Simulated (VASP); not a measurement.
## Zr2TeSe: single point with PBE

Zr2TeSe:

```
Zr Te Se
1.0
     3.65984    0.00000    0.00000
    -1.82992    3.16951    0.00000
     0.00000    0.00000    7.73193
Zr Te Se
2 1 1
Direct
  0.33333 0.66667 0.77011
  0.66667 0.33333 0.22989
  0.00000 0.00000 0.50000
  0.00000 0.00000 0.00000
```

The cell was generated, and may not be a known phase.

| Quantity | Value |
| --- | --- |
| Program | VASP 6.6.1 |
| Task | single point |
| Functional | PBE |
| Potentials or basis | VASP PAW PBE potentials, release 64 (Zr_sv, Te, Se) |
| Cutoff | 520 eV |
| k mesh | 6 × 6 × 2 |
| Occupations | gaussian, width 0.1 eV |
| Spin | collinear spin |
| Starting moments | [1.0, 1.0, 0.0, 0.0] μB |

```
Pressure                                              : 0.1 GPa
Largest force                                         : 0.061 eV/Å
Band gap on the k mesh                                : zero (filled and empty bands overlap)
Net moment                                            : 0.00 μB per cell
Valence electrons inside the program's atomic spheres : Zr 9.75; Te 3.50; Se 3.96
```

Forces in eV/Å, atoms in the order of the input:
```
Zr   0.000  0.000 -0.061
Zr   0.000  0.000  0.061
Te   0.000  0.000  0.000
Se   0.000  0.000  0.000
```

Stress tensor (GPa, compression positive):
```
 0.15  0.00  0.00
 0.00  0.15  0.00
 0.00  0.00 -0.02
```

Levels at points of the mesh, in eV from the Fermi level:
Spin up:
| k point | band 16 | band 17 | band 18 | band 19 | band 20 | band 21 |
| --- | --- | --- | --- | --- | --- | --- |
| (0.00, 0.00, 0.00) | -1.47 | -1.47 | -0.28 | -0.28 | 0.29 | 0.29 |
| (0.50, 0.00, 0.00) | -2.26 | -2.24 | -0.09 | 0.23 | 0.65 | 1.23 |
| (0.00, 0.00, 0.50) | -1.73 | -0.82 | 0.06 | 0.33 | 0.33 | 0.59 |
| (0.50, 0.00, 0.50) | -2.64 | -1.40 | -0.75 | 0.82 | 1.88 | 1.89 |
Spin down:
```
           k point  band 15  band 16  band 17  band 18  band 19  band 20  band 21  band 22
(0.00, 0.00, 0.00)    -2.19    -1.47    -1.47    -0.28    -0.28     0.29     0.29     0.33
(0.50, 0.00, 0.00)    -3.62    -2.26    -2.24    -0.09     0.23     0.65     1.23     2.44
(0.00, 0.00, 0.50)    -1.73    -1.73    -0.82     0.06     0.33     0.33     0.59     0.59
(0.50, 0.00, 0.50)    -4.17    -2.64    -1.40    -0.75     0.82     1.88     1.89     2.01
```

Wall time 72 s on 1 thread of AMD EPYC 7R43 64-Core Processor (Zen 3), on a shared host, peak memory 0.24 GiB.

Caveat: the k points lie up to 0.41 Å⁻¹ apart; spin-orbit coupling is left out, which moves the levels of the heavy elements.
